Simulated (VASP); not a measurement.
MgBr2O2, 5 atoms in the cell. It takes space group C2/m (No. 12, monoclinic). The conventional cell has a = 7.816 Å, b = 8.790 Å, c = 3.821 Å, α = 90.00°, β = 96.42°, γ = 90.00°. Within 2.7 Å of Mg (site symmetry 2/m) lie 2 O at 2.01 Å and 4 Br at 2.65 to 2.66 Å. Within 3.5 Å of Br (site symmetry m) lie 2 Mg at 2.65 to 2.66 Å and 6 O at 3.32 to 3.46 Å. O (site symmetry 2) has 1 Mg at 2.01 Å within 2.7 Å. 

| Property | Result |
| --- | --- |
| Program | VASP 6.6.1 |
| Task | single point |
| Functional | PBE |
| Potentials or basis | VASP PAW PBE potentials, release 64 (Mg, Br, O) |
| Cutoff | 520 eV |
| k mesh | 6 × 6 × 10 |
| Occupations | gaussian, width 0.1 eV |
| Spin | no spin polarisation |
| Dipole correction | no |
| Further INCAR settings | ALGO = Normal; EDIFF = 1e-07; NBANDS = 22 |

Potentials or basis: VASP PAW PBE potentials, release 64 (Mg, Br, O).

Launch:

```console
$ cat potpaw_PBE.64/Mg/POTCAR potpaw_PBE.64/Br/POTCAR potpaw_PBE.64/O/POTCAR > POTCAR
$ mpirun -np 1 vasp_std > vasp.out
```

Hardware: 1 thread of Intel(R) Xeon(R) Platinum 8488C (Sapphire Rapids), with other jobs on the host.

Question: How long does it take, and how much memory?

Answer: Run time: 4.8 min on 1 thread of Intel(R) Xeon(R) Platinum 8488C (Sapphire Rapids) (shared host), peak memory 0.44 GiB. Counts: scf iterations 23, k points 110.
